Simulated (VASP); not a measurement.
A run of VASP 6.6.1 is set up as follows.

Contents of INCAR:

```
PREC = Accurate
ENCUT = 520
EDIFF = 1E-7
ISMEAR = 0
SIGMA = 0.02
LREAL = F
LASPH = T
NELM = 100
ALGO = Normal
ISIF = 2
LWAVE = F
LCHARG = T
GGA = PS
LELF = T
LVHAR = T
NBANDS = 35
```

Contents of KPOINTS:

```
regular mesh
0
Gamma
  12 12 2
```

POSCAR

```
MoS2
1.0
    3.0157328626      0.0000000000      0.0000000000
   -1.5078664313      2.6117012700      0.0000000000
    0.0000000000      0.0000000000     12.8156847212
Mo S
2 4
Direct
    0.6666666667      0.3333333333      0.2500000000
    0.3333333333      0.6666666667      0.7500000000
    0.6666666667      0.3333333333      0.6247271708
    0.3333333333      0.6666666667      0.3752728292
    0.6666666667      0.3333333333      0.8752728292
    0.3333333333      0.6666666667      0.1247271708
```

Potentials or basis: VASP PAW PBE potentials, release 64 (Mo_sv, S).

Launch:

```sh
$ cat potpaw_PBE.64/Mo_sv/POTCAR potpaw_PBE.64/S/POTCAR > POTCAR
$ mpirun -np 1 vasp_std > vasp.out
```

Q: What does it give for the band gap on the k mesh?

A: 1.23 eV (least direct gap 2.08 eV).

Q: Predict the pressure.

A: 8.5 GPa.

Forces on the atoms (eV/Å):
```
Mo   0.000  0.000  0.000
Mo   0.000  0.000  0.000
S    0.000  0.000  0.002
S    0.000  0.000 -0.002
S    0.000  0.000 -0.002
S    0.000  0.000  0.002
```

Caveat: the cell stands under pressure; the PAW data sets were made with another functional, which shifts forces and pressure a little; this functional lacks dispersion, which binds the layers, so the pressure and a relaxed spacing across them are unreliable. A k mesh can miss the band edges.
